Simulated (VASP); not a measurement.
Set up this calculation in VASP 6.6.1, as the native input.

```yaml
Task: relaxation of cell and atoms
Functional: PBE-based screened hybrid with 25 % exact exchange
Potentials_or_basis: VASP PAW PBE potentials, release 64 (Ga_d, N)
Cutoff: 600 eV
k_mesh: 6 × 6 × 6
Occupations: fermi-dirac, width 0.05 eV
Spin: no spin polarisation
Dipole_correction: no
Grid_for_exact_exchange_PRECFOCK: Normal
Share_of_exact_exchange: 0.25
Further_INCAR_settings: ALGO = Normal; EDIFF = 1e-06; IBRION = 2; EDIFFG = -0.01; NSW = 60; ISIF = 3
Screening_parameter: 0.3 1/Å
```

The system is GaN.

```
Ga N
1.0
     0.00000    2.13524    2.13524
     2.13524    0.00000    2.13524
     2.13524    2.13524    0.00000
Ga N
1 1
Direct
  0.00000 0.00000 0.00000
  0.50000 0.50000 0.50000
```

The input as run:

POSCAR

```
GaN
1.0
    0.0000000000      2.1352350000      2.1352350000
    2.1352350000      0.0000000000      2.1352350000
    2.1352350000      2.1352350000      0.0000000000
Ga N
1 1
Direct
    0.0000000000      0.0000000000      0.0000000000
    0.5000000000      0.5000000000      0.5000000000
```

INCAR.step1

```
  PREC = Accurate
  ENCUT = 600
  EDIFF = 1E-5
  ISMEAR = -1
  SIGMA = 0.05
  LREAL = F
  LASPH = T
  NELM = 80
  ALGO = Normal
  LWAVE = T
  LCHARG = F
  GGA = PE
  NBANDS = 16
```

INCAR.step2

```
  PREC = Accurate
  ENCUT = 600
  EDIFF = 1E-6
  ISMEAR = -1
  SIGMA = 0.05
  LREAL = F
  LASPH = T
  NELM = 80
  ALGO = Normal
  ISIF = 3
  LWAVE = F
  LCHARG = F
  GGA = PE
  LHFCALC = T
  AEXX = 0.25
  HFSCREEN = 0.3
  PRECFOCK = Normal
  IBRION = 2
  NSW = 60
  EDIFFG = -0.01
  ISTART = 1
```

KPOINTS

```
Automatic mesh
0
Gamma
  6 6 6
```

Potentials or basis: VASP PAW PBE potentials, release 64 (Ga_d, N).

Launch:

```bash
$ cat potpaw_PBE.64/Ga_d/POTCAR potpaw_PBE.64/N/POTCAR > POTCAR
$ cp INCAR.step1 INCAR
$ mpirun -np 1 vasp_std > vasp.out
$ cp INCAR.step2 INCAR
$ mpirun -np 1 vasp_std > vasp.out
```

Results of the run:

The relaxed volume is 9.37 Å³/atom and the relaxed cell is a = 2.982 Å, b = 2.982 Å, c = 2.982 Å, α = 60.00°, β = 60.00°, γ = 60.00°. The space group after relaxing (to 0.1 Å) is Fm-3m (No. 225), the energy gained by relaxing is 10.0 meV/atom and the ionic steps are 3. The pressure after relaxing is -0.1 GPa and the band gap on the k mesh is 1.67 eV (least direct gap 3.93 eV).

Caveat: the k points lie up to 0.43 Å⁻¹ apart in the final cell; the PAW data sets were made with another functional, which shifts forces and pressure a little.

Wall time 100 min on 1 thread of Intel(R) Xeon(R) Platinum 8259CL CPU @ 2.50GHz (Skylake/Cascade Lake), with other jobs on the host, peak memory 0.26 GiB.
